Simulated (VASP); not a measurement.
# Pt (R-3m) in VASP: notebook, part 2 of 2

VASP 6.6.1.

## (5) Single point, PBEsol

This run uses another cell than the first one, of the same volume but with other edges.

File INCAR:

```
PREC = Accurate ; ENCUT = 520
EDIFF = 1E-6 ; ISMEAR = 0
SIGMA = 0.15 ; LREAL = False
LASPH = True ; NELM = 100
ALGO = Fast ; ISIF = 2
LWAVE = False ; LCHARG = False
GGA = PS ; NBANDS = 11
```

File KPOINTS:

```
regular mesh
0
Gamma
  24 24 24
```

File POSCAR:

```
Pt
1.0
   -0.6190259023      1.7023212313      1.7023212313
    1.7023212313     -0.6190259023      1.7023212313
    1.7023212313      1.7023212313     -0.6190259023
Pt
1
Direct
    0.0000000000      0.0000000000      0.0000000000
```

Potentials or basis: VASP PAW PBE potentials, release 64 (Pt).

The run is started by

```sh
> cat potpaw_PBE.64/Pt/POTCAR > POTCAR
> mpirun -np 1 vasp_std > vasp.out
```

OUTCAR:

```text
PREC = Accurate
   ENCUT = 520
   EDIFF = 1E-6
   ISMEAR = 0
   LREAL = False
   LASPH = True
   NELM = 100
   ISIF = 2
   GGA = PS

 ion  position               nearest neighbor table
   1  0.000  0.000  0.000-

  LATTYP: Found a trigonal (rhomboedric) cell.
 ALAT       =     2.4857570712
 COS(alpha) =     0.1279069767

  Lattice vectors:

 A1 = (  -0.6190259023,   1.7023212313,   1.7023212313)
 A2 = (   1.7023212313,  -0.6190259023,   1.7023212313)
 A3 = (   1.7023212313,   1.7023212313,  -0.6190259023)

Analysis of symmetry for initial positions (statically):
=====================================================================
 Subroutine PRICEL returns:
 Original cell was already a primitive cell.

 Routine SETGRP: Setting up the symmetry group for a
 trigonal (rhombohedral) supercell.

 Subroutine GETGRP returns: Found 12 space group operations
 (whereof 12 operations were pure point group operations)
 out of a pool of 12 trial point group operations.

The static configuration has the point symmetry D_3d.

Analysis of symmetry for dynamics (positions and initial velocities):
=====================================================================
 Subroutine PRICEL returns:
 Original cell was already a primitive cell.

 Routine SETGRP: Setting up the symmetry group for a
 trigonal (rhombohedral) supercell.

 Subroutine GETGRP returns: Found 12 space group operations
 (whereof 12 operations were pure point group operations)
 out of a pool of 12 trial point group operations.

The dynamic configuration has the point symmetry D_3d.

 Subroutine INISYM returns: Found 12 space group operations
 (whereof 12 operations are pure point group operations),
 and found     1 'primitive' translations

----------------------------------------------------------------------------------------

                                     Primitive cell

  volume of cell :      15.0107

  direct lattice vectors                    reciprocal lattice vectors
    -0.619025902  1.702321231  1.702321231    -0.167527245  0.263257099  0.263257099
     1.702321231 -0.619025902  1.702321231     0.263257099 -0.167527245  0.263257099
     1.702321231  1.702321231 -0.619025902     0.263257099  0.263257099 -0.167527245

  length of vectors
     2.485757071  2.485757071  2.485757071     0.408257244  0.408257244  0.408257244

  position of ions in fractional coordinates (direct lattice)
     0.000000000  0.000000000  0.000000000

  ion indices of the primitive-cell ions
   primitive index   ion index
                 1           1

----------------------------------------------------------------------------------------

 KPOINTS: regular mesh

Automatic generation of k-mesh.
 Grid dimensions read from file:
 generate k-points for:   24   24   24

 Generating k-lattice:

  Cartesian coordinates                     Fractional coordinates (reciprocal lattice)
    -0.006980302  0.010969046  0.010969046     0.041666667  0.000000000  0.000000000
     0.010969046 -0.006980302  0.010969046     0.000000000  0.041666667  0.000000000
     0.010969046  0.010969046 -0.006980302     0.000000000  0.000000000  0.041666667

  Length of vectors
     0.017010719  0.017010719  0.017010719

  Shift w.r.t. Gamma in fractional coordinates (k-lattice)
     0.000000000  0.000000000  0.000000000

 Subroutine IBZKPT returns following result:
 ===========================================

 Found   1313 irreducible k-points:

 Following reciprocal coordinates:
            Coordinates               Weight
  0.000000  0.000000  0.000000      1.000000
  0.041667  0.000000  0.000000      6.000000
  0.083333 -0.000000 -0.000000      6.000000
  0.125000  0.000000  0.000000      6.000000
  0.166667 -0.000000 -0.000000      6.000000
  0.208333 -0.000000 -0.000000      6.000000
[... 16 lines left out ...]
  0.416667  0.041667  0.000000     12.000000
  0.458333  0.041667 -0.000000     12.000000
 [... further k-points ...]
   k-points           NKPTS =   1313   k-points in BZ     NKDIM =   1313   number of bands    NBANDS=     11
   number of dos      NEDOS =    301   number of ions     NIONS =      1
   total plane-waves  NPLWV =   5832
   dimension x,y,z NGX =    18 NGY =   18 NGZ =   18
   dimension x,y,z NGXF=    36 NGYF=   36 NGZF=   36
   ions per type =               1
   NGX,Y,Z   is equivalent  to a cutoff of  12.04, 12.04, 12.04 a.u.
   NGXF,Y,Z  is equivalent  to a cutoff of  24.08, 24.08, 24.08 a.u.
 SYSTEM =  unknown system
   PREC   = accura    normal or accurate (medium, high low for compatibility)
   ISTART =      0    job   : 0-new  1-cont  2-samecut
   ICHARG =      2    charge: 1-file 2-atom 10-const
   ISPIN  =      1    spin polarized calculation?
   LNONCOLLINEAR =      F non collinear calculations
   LSORBIT =      F    spin-orbit coupling
   LASPH  =      T    aspherical Exc in radial PAW
   ENCUT  =  520.0 eV  38.22 Ry    6.18 a.u.   4.62  4.62  4.62*2*pi/ulx,y,z
   NELM   =    100;   NELMIN=  2; NELMDL= -5     # of ELM steps
   EDIFF  = 0.1E-05   stopping-criterion for ELM
   LREAL  =      F    real-space projection
   EDIFFG = 0.1E-04   stopping-criterion for IOM
   NSW    =      0    number of steps for IOM
   IBRION =     -1    ionic relax: 0-MD 1-quasi-New 2-CG
   NFREE  =      0    steps in history (QN), initial steepest desc. (CG)
   ISIF   =      2    stress and relaxation
   ISYM   =      2    0-nonsym 1-usesym 2-fastsym
   POTIM  = 0.5000    time-step for ionic-motion
   TEBEG  =    0.0;   TEEND  =   0.0 temperature during run
   PSTRESS=    0.0 pullay stress
   NELECT =      10.0000    total number of electrons
   NUPDOWN=      -1.0000    fix difference up-down
   EMIN   =  10.00;   EMAX   =-10.00  energy-range for DOS
   EFERMI =   0.00;   METHOD = LEGACY
   ISMEAR =     0;   SIGMA  =   0.15  broadening in eV -4-tet -1-fermi 0-gaus
   EFERMI_NEDOS =   21; number of points for ismear=-14 and -15
   IALGO  =     68    algorithm
   IMIX   =      4    mixing-type and parameters
     AMIX     =   0.40;   BMIX     =  1.00
     AMIX_MAG =   1.60;   BMIX_MAG =  1.00
  volume/ion in A,a.u.               =      15.01       101.30
  Fermi-wavevector in a.u.,A,eV,Ry     =   1.429797  2.701924 27.814648  2.044319
  Thomas-Fermi vector in A             =   2.549712
   LORBIT       =      0    0 simple, 1 ext, 2 COOP (PROOUT), +10 PAW based schemes
   GGA     = PS    functional components
   LHFCALC =     F    Hartree Fock is set to
   AEXX    =    0.0000 exact exchange contribution
   IVDW    =     0    specifies the selected vdW correction
   LEPSILON=     F    determine dielectric tensor
   LRPA    =     F    only Hartree local field effects (RPA)
 non-spin polarized calculation
 RMM-DIIS sequential band-by-band and
 Gauss-broadening in eV      SIGMA  =   0.15
  energy-cutoff  :      520.00
  volume of cell :       15.01
 maximum number of plane-waves:       416
   NGX =  9   NGY =  9   NGZ =  9

 number of electron      10.0000000 magnetization

 number of electron       9.9999997 magnetization

 Free energy of the ion-electron system (eV)
  ---------------------------------------------------
  ext. energy  EPLUGINS =         0.00000000
  ---------------------------------------------------
  free energy    TOTEN  =        -6.18283032 eV

  energy without entropy =       -6.16861956  energy(sigma->0) =       -6.17572494

 E-fermi :  11.1339     XC(G=0): -13.5265

 val. band max:       11.1319010937   @ k =  -0.3750   0.5000   0.0417
 cond. band min:      11.1344327336   @ k =  -0.3750   0.4167   0.1250
 fundamental gap:      0.0025316399
 Fermi energy:        11.1339004446

 k-point     1 :       0.0000    0.0000    0.0000
  band No.  band energies     occupation
      1       0.9353      2.00000
      2       4.2039      2.00000
      3       4.2039      2.00000
      4      11.3850      0.01791
      5      11.3850      0.01791
      6      11.5022      0.00052
      7      26.1325      0.00000
      8      28.0718      0.00000
      9      28.0718      0.00000
     10      34.8666      0.00000
     11      37.6871      0.00000

 k-point     2 :       0.0417    0.0000    0.0000
  band No.  band energies     occupation
      1       0.9954      2.00000
      2       4.2147      2.00000
      3       4.2561      2.00000
      4      11.3281      0.06708
      5      11.3640      0.03007
      6      11.4736      0.00136
      7      26.1485      0.00000
      8      27.7885      0.00000
      9      28.2002      0.00000
     10      35.1163      0.00000
     11      36.9138      0.00000
[... 295 lines left out ...]
 k-point    24 :       0.4583    0.0417   -0.0000
  band No.  band energies     occupation
      1       3.8673      2.00000
      2       4.8121      2.00000
      3       8.5094      2.00000
      4       9.1944      2.00000
      5      10.3773      2.00000
      6      11.5605      0.00006
      7      17.1533      0.00000
      8      27.9958      0.00000
      9      29.9897      0.00000
     10      33.5535      0.00000
     11      36.2020      0.00000

 [... further k-points ...]
[... 5 lines left out ...]
  --------------------------------------------------------------------------------------
  -------------------------------------------------------------------------------------
  Total        3.7995297      3.7995297      3.7995297      0.2030263      0.2030263      0.2030263
  in kB      405.5448642    405.5448642    405.5448642     21.6701238     21.6701238     21.6701238
  external PRESSURE =     405.5448642 kB  Pullay stress =       0.0000000 kB

 VOLUME and BASIS-vectors are now :
 -----------------------------------------------------------------------------
  energy-cutoff  :      520.00
  volume of cell :       15.01
      direct lattice vectors                 reciprocal lattice vectors
    -0.619025902  1.702321231  1.702321231    -0.167527245  0.263257099  0.263257099
     1.702321231 -0.619025902  1.702321231     0.263257099 -0.167527245  0.263257099
     1.702321231  1.702321231 -0.619025902     0.263257099  0.263257099 -0.167527245

 POSITION                                       TOTAL-FORCE (eV/Angst)
 -----------------------------------------------------------------------------------
      0.00000      0.00000      0.00000         0.000000      0.000000     -0.000000
 -----------------------------------------------------------------------------------
    total drift:                                0.000000     -0.000000     -0.000000

  FREE ENERGIE OF THE ION-ELECTRON SYSTEM (eV)
  ---------------------------------------------------
  free  energy   TOTEN  =        -6.1828303211 eV

  energy  without entropy=       -6.1686195591  energy(sigma->0) =       -6.17572494
```

It took 3.9 min on 1 thread of Intel Xeon 8259CL, shared host; peak memory 0.31 GiB.

Results:

* Free energy: -6.1828 eV
* Pressure: 40.6 GPa
* Band gap on the k mesh: zero (bands 5 and 6 overlap by 4.72 eV)

Caveat: the cell stands under pressure; the PAW data sets were made with another functional, which shifts forces and pressure a little; spin-orbit coupling is left out, which moves the levels of the heavy elements.

## (6) Single point, PBEsol

This run uses another cell than the first one, of the same volume but with other edges.

File INCAR:

```
SYSTEM = Pt
PREC = Accurate
ENCUT = 520
EDIFF = 1E-7
ISMEAR = 0
SIGMA = 0.15
LREAL = .FALSE.
LASPH = .TRUE.
NELM = 60
ALGO = Fast
ISIF = 2
LWAVE = .FALSE.
LCHARG = .TRUE.
GGA = PS
LELF = .TRUE.
LVHAR = .TRUE.
NBANDS = 11
```

File KPOINTS:

```
Automatic mesh
0
G
  24 24 24
  0 0 0
```

File POSCAR:

```
Pt
1.0
   -0.2066890795      1.8602017157      1.8602017157
    1.8602017157     -0.2066890795      1.8602017157
    1.8602017157      1.8602017157     -0.2066890795
Pt
1
Direct
    0.0000000000      0.0000000000      0.0000000000
```

Potentials or basis: VASP PAW PBE potentials, release 64 (Pt).

The run is started by

```sh
> cat potpaw_PBE.64/Pt/POTCAR > POTCAR
> mpirun -np 1 vasp_std > vasp.out
```

Run time: 3.6 min. Hardware: 1 thread of Intel Xeon 8259CL, shared host; peak memory 0.32 GiB.

It converged, with:

- Free energy: -6.8305 eV
- Pressure: 7.5 GPa
- Band gap on the k mesh: zero (bands 5 and 6 overlap by 3.26 eV)

Stress tensor (GPa, compression positive):
```
7.55 9.37 9.37
9.37 7.55 9.37
9.37 9.37 7.55
```

Levels at points of the mesh, in eV from the Fermi level:
```
           k point  band 2  band 3  band 4  band 5  band 6  band 7  band 8  band 9
(0.00, 0.00, 0.00)   -4.77   -4.77   -2.28   -1.17   -1.17   14.50   18.27   18.27
(0.50, 0.00, 0.00)   -4.93   -2.35   -0.86   -0.65    0.19    5.56   14.85   18.28
(0.50, 0.50, 0.00)   -6.67   -0.26    0.25    1.14    1.95    9.32    9.55   13.73
(0.50, 0.50, 0.50)   -4.20   -4.20    0.75    0.75    1.24    8.51   13.02   16.88
```

Caveat: the cell stands under pressure; the PAW data sets were made with another functional, which shifts forces and pressure a little; spin-orbit coupling is left out, which moves the levels of the heavy elements.

## (7) Summary

| cell | further INCAR settings | gap on the mesh (eV) | pressure (GPa) |
| --- | --- | --- | --- |
| a = 3.806 Å, angles 33.6°, 1 atom | ALGO = Fast; EDIFF = 1e-06; NBANDS = 11 | none | 216.5 |
| a = 2.539 Å, angles 75.3°, 1 atom | ALGO = Fast; EDIFF = 1e-06; NBANDS = 11 | none | 27.2 |
| a = 3.180 Å, angles 45.7°, 1 atom | ALGO = Fast; EDIFF = 1e-07; NBANDS = 11 | none | 47.1 |
| a = 2.486 Å, angles 82.7°, 1 atom | ALGO = Fast; EDIFF = 1e-06; NBANDS = 11 | none | 40.6 |
| a = 2.639 Å, angles 67.3°, 1 atom | ALGO = Fast; EDIFF = 1e-07; NBANDS = 11 | none | 7.5 |

Alike in all rows: task single point; level PBEsol; potentials or basis VASP PAW PBE potentials, release 64 (Pt); no spin polarisation; k mesh 24 × 24 × 24; cutoff (eV) 520; smearing gaussian 0.15 eV.

Caveats: the cell stands under pressure; the PAW data sets were made with another functional, which shifts forces and pressure a little; spin-orbit coupling is left out, which moves the levels of the heavy elements.

Absolute energies hang on the potentials; compare differences alone.
